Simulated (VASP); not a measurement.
Set up this calculation in VASP 6.6.1, as the native input.

```
Task                   : single point
Functional             : r2SCAN
Potentials or basis    : VASP PAW PBE potentials, release 64 (Ir)
Cutoff                 : 520 eV
k mesh                 : 9 × 9 × 9
Occupations            : gaussian, width 0.1 eV
Spin                   : no spin polarisation
Dipole correction      : no
Further INCAR settings : ALGO = Normal; EDIFF = 1e-06; NBANDS = 20
```

The system is Ir.

```
Ir
1.0
     1.43895    0.83078    6.95436
    -1.43895    0.83078    6.95436
     0.00000   -1.66156    6.95436
Ir
3
Cartesian
  0.0000 0.0000 0.0000
  0.0000 0.0000 4.6362
  0.0000 0.0000 16.2269
```

These files were run (other wordings do the same):

POSCAR

```
Ir
1.0
    1.4389505514      0.8307784882      6.9543577242
   -1.4389505514      0.8307784882      6.9543577242
    0.0000000000     -1.6615569764      6.9543577242
Ir
3
Direct
    0.0000000000      0.0000000000      0.0000000000
    0.2222200000      0.2222200000      0.2222200000
    0.7777800000      0.7777800000      0.7777800000
```

INCAR.step1

```
SYSTEM = Ir
ALGO = Normal
EDIFF = 1E-4
ENCUT = 520
GGA = PE
ISMEAR = 0
LASPH = .TRUE.
LCHARG = .FALSE.
LREAL = .FALSE.
LWAVE = .TRUE.
NBANDS = 20
NELM = 100
PREC = Accurate
SIGMA = 0.1
```

INCAR.step2

```
SYSTEM = Ir
ALGO = Normal
EDIFF = 1E-6
ENCUT = 520
ISIF = 2
ISMEAR = 0
ISTART = 1
LASPH = .TRUE.
LCHARG = .FALSE.
LMIXTAU = .TRUE.
LREAL = .FALSE.
LWAVE = .FALSE.
METAGGA = R2SCAN
NBANDS = 20
NELM = 100
PREC = Accurate
SIGMA = 0.1
```

KPOINTS

```
k-points
0
G
  9 9 9
  0 0 0
```

Potentials or basis: VASP PAW PBE potentials, release 64 (Ir).

Run with:

```bash
$ cat potpaw_PBE.64/Ir/POTCAR > POTCAR
$ cp INCAR.step1 INCAR
$ mpirun -np 1 vasp_std > vasp.out
$ cp INCAR.step2 INCAR
$ mpirun -np 1 vasp_std > vasp.out
```

It gave:

* Pressure: -37.9 GPa
* Largest force: 0.252 eV/Å
* Band gap on the k mesh: zero (an odd number of electrons rules out a gap without spin polarisation)

Caveat: the cell stands under tension; the PAW data sets were made with another functional, which shifts forces and pressure a little; spin-orbit coupling is left out, which moves the levels of the heavy elements.

Wall time 23 min on 1 thread of AMD EPYC 7R13 Processor (Zen 3) (shared host), peak memory 0.45 GiB.
